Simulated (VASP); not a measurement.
# ZnCu (Pm-3m) in VASP: a series of runs, part 2 of 2

VASP 6.6.1. Earlier steps stand in the parts before.

## 3. Single point, PBE (strained)

INCAR

```
PREC     = Accurate       # precision mode
ENCUT    = 520            # plane-wave cutoff, eV
EDIFF    = 1E-6           # SCF threshold, eV
ISMEAR   = 0              # smearing method
SIGMA    = 0.1            # smearing width, eV
LREAL    = F              # projectors in reciprocal space
LASPH    = T              # aspherical terms in the spheres
NELM     = 100            # most SCF steps
ALGO     = Normal         # electronic algorithm
ISIF     = 2              # what is computed and relaxed
LWAVE    = F              # write WAVECAR
LCHARG   = F              # write CHGCAR
GGA      = PE             # functional
NBANDS   = 18             # bands
```

KPOINTS

```
regular mesh
0
Gamma
  14 14 14
```

POSCAR

```
ZnCu
1.0
    2.9268588000      0.0000000000      0.0000000000
    0.0000000000      2.9268588000      0.0000000000
    0.0000000000      0.0000000000      2.9268588000
Zn Cu
1 1
Direct
    0.5000000000      0.5000000000      0.5000000000
    0.0000000000      0.0000000000      0.0000000000
```

Potentials or basis: VASP PAW PBE potentials, release 64 (Zn, Cu).

Command:

```bash
cat potpaw_PBE.64/Zn/POTCAR potpaw_PBE.64/Cu/POTCAR > POTCAR
mpirun -np 1 vasp_std > vasp.out
```

OUTCAR:

```text
PREC = Accurate
   ENCUT = 520
   EDIFF = 1E-6
   ISMEAR = 0
   LREAL = F
   LASPH = T
   NELM = 100
   ISIF = 2
   GGA = PE

 ion  position               nearest neighbor table
   1  0.500  0.500  0.500-   2 2.53   2 2.53   2 2.53   2 2.53   2 2.53   2 2.53   2 2.53   2 2.53

   2  0.000  0.000  0.000-   1 2.53   1 2.53   1 2.53   1 2.53   1 2.53   1 2.53   1 2.53   1 2.53

  LATTYP: Found a simple cubic cell.
 ALAT       =     2.9268588000

  Lattice vectors:

 A1 = (   2.9268588000,   0.0000000000,   0.0000000000)
 A2 = (   0.0000000000,   2.9268588000,   0.0000000000)
 A3 = (   0.0000000000,   0.0000000000,   2.9268588000)

Analysis of symmetry for initial positions (statically):
=====================================================================
 Subroutine PRICEL returns:
 Original cell was already a primitive cell.

 Routine SETGRP: Setting up the symmetry group for a
 simple cubic supercell.

 Subroutine GETGRP returns: Found 48 space group operations
 (whereof 48 operations were pure point group operations)
 out of a pool of 48 trial point group operations.

[... 156 lines left out ...]
  ---------------------------------------------------
  ext. energy  EPLUGINS =         0.00000000
  ---------------------------------------------------
  free energy    TOTEN  =        -5.00033039 eV

  energy without entropy =       -4.99884732  energy(sigma->0) =       -4.99958885

 E-fermi :   5.7398     XC(G=0): -12.5059

 val. band max:        5.6306601275   @ k =   0.5000   0.5000   0.2143
 cond. band min:       5.7537568208   @ k =   0.4286   0.3571   0.2143
 fundamental gap:      0.1230966933
 Fermi energy:         5.7397843616

 k-point     1 :       0.0000    0.0000    0.0000
  band No.  band energies     occupation
      1      -4.7626      2.00000
      2      -2.1932      2.00000
      3      -2.1932      2.00000
      4      -1.4670      2.00000
      5      -1.4670      2.00000
      6      -1.4670      2.00000
[... 481 lines left out ...]
      5      -1.5197      2.00000
      6      -1.0112      2.00000
[... 10 lines left out ...]
     17      21.7510      0.00000
     18      22.6476      0.00000

 [... further k-points ...]
[... 5 lines left out ...]
  --------------------------------------------------------------------------------------
  -------------------------------------------------------------------------------------
  Total        0.8197574      0.8197574      0.8197574      0.0000000     -0.0000000      0.0000000
  in kB       52.3830268     52.3830268     52.3830268      0.0000000     -0.0000000      0.0000000
  external PRESSURE =      52.3830268 kB  Pullay stress =       0.0000000 kB

 VOLUME and BASIS-vectors are now :
 -----------------------------------------------------------------------------
  energy-cutoff  :      520.00
  volume of cell :       25.07
      direct lattice vectors                 reciprocal lattice vectors
     2.926858800  0.000000000  0.000000000     0.341663219  0.000000000  0.000000000
     0.000000000  2.926858800  0.000000000     0.000000000  0.341663219  0.000000000
     0.000000000  0.000000000  2.926858800     0.000000000  0.000000000  0.341663219

 POSITION                                       TOTAL-FORCE (eV/Angst)
 -----------------------------------------------------------------------------------
      1.46343      1.46343      1.46343         0.000000      0.000000      0.000000
      0.00000      0.00000      0.00000         0.000000      0.000000      0.000000
 -----------------------------------------------------------------------------------
    total drift:                                0.000000      0.000000     -0.000000

  FREE ENERGIE OF THE ION-ELECTRON SYSTEM (eV)
  ---------------------------------------------------
  free  energy   TOTEN  =        -5.0003303915 eV

  energy  without entropy=       -4.9988473153  energy(sigma->0) =       -4.99958885
```

Wall time 52 s (1 thread of Oxide Virtual Turin-like, shared host); peak memory 0.14 GiB.

Results:

| Property | Result |
| --- | --- |
| Free energy | -5.0003 eV |
| Pressure | 5.2 GPa |
| Band gap on the k mesh | zero (an odd number of electrons rules out a gap without spin polarisation) |

Caveat: the cell differs from its parent crystal (strained); the cell stands under pressure.

The gap in the log of VASP goes by the Fermi energy; the results here count the filled bands.